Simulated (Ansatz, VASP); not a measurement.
**Two plane-wave programs on VAu**

```xyz
2
Lattice="1.4290 0.8250 4.6718 -1.4290 0.8250 4.6718 0.0000 -1.6500 4.6718" Properties=species:S:1:pos:R:3 pbc="T T T"
Au    0.0000    0.0000    0.0000
V     0.0000    0.0000    7.0077
```

Alike in both runs: task single point; functional PBE; k mesh 11 × 11 × 11; occupations fermi-dirac, width 0.05 eV; collinear spin.

|  | VASP | Ansatz |
| --- | --- | --- |
| version | VASP 6.6.1 | Ansatz 0.2.0 |
| potentials or method | VASP PAW PBE potentials, release 64 (Au, V_sv) | Ansatz PAW |
| plane-wave cutoff (eV) | 520 | 420 |
| valence electrons in the cell | 24 | 32 |

```csv
,VASP,Ansatz,Ansatz less VASP
gap on the k mesh at the Fermi level (eV),none,none,-
pressure (GPa),-7.5,-7.4,+0.07
"traceless stress, the component that is largest in VASP (GPa)",1.18,1.16,-0.025
net moment per atom (μB),0.00,0.00,-0.001
```

A gap of «none» marks a metal or a gap that the smearing closes. The functional is the same, so the differences come from potentials, cutoffs and numerics. VASP's potentials hold 24 valence electrons a cell and Ansatz's 32, so a difference there can come from the potentials and not from the codes.

Neither program's run includes spin-orbit coupling.
